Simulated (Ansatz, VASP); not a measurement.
## AlN: VASP beside Ansatz

```
Al N
1.0
     0.00000    2.01887    2.01887
     2.01887    0.00000    2.01887
     2.01887    2.01887    0.00000
Al N
1 1
Direct
  0.50000 0.50000 0.50000
  0.00000 0.00000 0.00000
```

Alike in both runs: functional r2SCAN; k mesh 10 × 10 × 10; occupations gaussian, width 0.02 eV; no spin polarisation.

Ansatz relaxed the structure, and its values are those at the end. VASP's run is a single point on that final structure, the one shown.

|  | VASP | Ansatz |
| --- | --- | --- |
| version | VASP 6.6.1 | Ansatz 0.2.0 |
| potentials or method | VASP PAW PBE potentials, release 64 (Al, N), cutoff 660 eV | scalar-relativistic, plane waves, PAW |
| valence electrons in the cell | 8 | 8 |

```csv
,VASP,Ansatz,Ansatz less VASP
gap on the k mesh at the Fermi level (eV),5.53,5.52,-0.005
least direct gap on the mesh (eV),6.58,6.53,-0.050
pressure (GPa),-0.7,0.0,+0.71
```

VASP's potentials were made for PBE, not for r2SCAN.
